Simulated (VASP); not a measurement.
Runs of VASP 6.6.1 on CoO. The structure is that of space group Fm-3m (No. 225), or close to it. The cells are those of the table. 

```csv
task,cell,gap on the mesh (eV),pressure (GPa),moment (μB)
electric field gradients,"a = 2.970, b = 2.970, c = 2.924 Å, angles 60.5, 60.5, 59.0°, 2 atoms",none,8.2,(b)
single point,"a = 2.999, b = 2.999, c = 3.014 Å, angles 59.8, 59.8, 60.3°, 2 atoms",none,(c),2.88
electric field gradients,"a = 3.034 Å, angles 60.0°, 2 atoms",none,-5.4,2.95
single point,"a = 3.045, b = 3.045, c = 3.014 Å, angles 60.3, 60.3, 59.3°, 2 atoms",none,-5.3,(a)
electric field gradients,"a = 3.054 Å, angles 60.0°, 2 atoms",none,-8.3,2.97
single point,"a = 3.074 Å, angles 60.0°, 2 atoms",none,-10.9,2.99
electric field gradients,"a = 3.060 Å, angles 58.0°, 2 atoms",none,-2.5,2.90
single point,"a = 3.034 Å, angles 60.0°, 2 atoms",none,-5.4,2.95
```

Alike in all rows: level PBE; potentials or basis VASP PAW PBE potentials, release 64 (Co, O); spin collinear, ferromagnetic start; k mesh 16 × 16 × 16; cutoff (eV) 520; smearing fermi-dirac 0.05 eV.

Problem. Fill in the values left out.

Solution. (a) 2.94; (b) 2.68; (c) -0.7.

Caveats: a cell with one magnetic atom can't hold antiferromagnetic order, which such compounds often take; semilocal functionals often make such compounds metallic where correlation or magnetic order opens a gap, which also shifts bond lengths.

A gap of «none» marks levels without a gap at the run's occupations.
